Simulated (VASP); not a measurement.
Input of a VASP 6.6.1 run:

Contents of INCAR:

```
SYSTEM = NaRu
PREC = Accurate
ENCUT = 520
EDIFF = 1E-7
ISMEAR = 0
SIGMA = 0.1
LREAL = .False.
LASPH = .True.
NELM = 100
ALGO = Fast
ISIF = 2
LWAVE = .False.
LCHARG = .False.
GGA = PE
NBANDS = 18
```

Contents of KPOINTS:

```
Automatic mesh
0
Gamma
  16 16 16
  0 0 0
```

File POSCAR:

```
NaRu
1.0
    0.0000000000      3.0670981076      3.0670981076
    3.0670981076      0.0000000000      3.0670981076
    3.0670981076      3.0670981076      0.0000000000
Na Ru
1 1
Direct
    0.0000000000      0.0000000000      0.0000000000
    0.2500000000      0.2500000000      0.2500000000
```

Potentials or basis: VASP PAW PBE potentials, release 64 (Na_pv, Ru_pv).

Command:

```sh
$ cat potpaw_PBE.64/Na_pv/POTCAR potpaw_PBE.64/Ru_pv/POTCAR > POTCAR
$ mpirun -np 1 vasp_std > vasp.out
```

(1) Estimate the pressure.

(2) What does it give for the band gap on the k mesh?

Results:

(1) 0.0 GPa.

(2) zero (an odd number of electrons rules out a gap without spin polarisation).
